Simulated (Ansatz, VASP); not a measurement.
**Two plane-wave programs on V**

```
CELL_PARAMETERS angstrom
-1.21516 1.21516 2.21435
1.21516 -1.21516 2.21435
1.21516 1.21516 -2.21435
ATOMIC_POSITIONS crystal
V 0.00000 0.00000 0.00000
```

Alike in both runs: functional PBEsol; k mesh 32 × 32 × 32; occupations gaussian, width 0.1 eV; no spin polarisation.

Ansatz relaxed the structure, and its values are those at the end. VASP's run is a single point on that final structure, the one shown.

```csv
,VASP,Ansatz
version,VASP 6.6.1,Ansatz 0.2.0
potentials or method,"VASP PAW PBE potentials, release 64 (V_sv), cutoff 520 eV","scalar-relativistic, plane waves, PAW"
valence electrons in the cell,13,13
```

```csv
,VASP,Ansatz,Ansatz less VASP
gap on the k mesh at the Fermi level (eV),none,none,-
pressure (GPa),0.4,0.0,-0.39
```

VASP's potentials were made for PBE, not for PBEsol. A gap of «none» marks a metal or a gap that the smearing closes.
